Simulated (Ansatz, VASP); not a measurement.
## Sc3W in VASP and in Ansatz

```
CELL_PARAMETERS angstrom
0.00000 3.44194 3.44194
3.44194 0.00000 3.44194
3.44194 3.44194 0.00000
ATOMIC_POSITIONS crystal
Sc 0.25000 0.25000 0.25000
Sc 0.75000 0.75000 0.75000
Sc 0.50000 0.50000 0.50000
W 0.00000 0.00000 0.00000
```

Change from the starting cell: species swapped into the LuAg3 type (Fm-3m, No. 225).

Alike in both runs: functional PBE; k mesh 6 × 6 × 6; occupations gaussian, width 0.1 eV; no spin polarisation.

Ansatz relaxed the structure, and its values are those at the end. VASP's run is a single point on that final structure, the one shown.

```csv
,VASP,Ansatz
version,VASP 6.6.1,Ansatz 0.2.0
potentials or method,"VASP PAW PBE potentials, release 64 (Sc_sv, W_sv), cutoff 520 eV","scalar-relativistic, plane waves, PAW"
valence electrons in the cell,47,47
```

|  | VASP | Ansatz | Ansatz less VASP |
| --- | --- | --- | --- |
| gap on the k mesh at the Fermi level (eV) | none | none | - |
| pressure (GPa) | 0.2 | 0.1 | -0.12 |

A gap of «none» marks a metal or a gap that the smearing closes.

Spin-orbit coupling is off throughout.
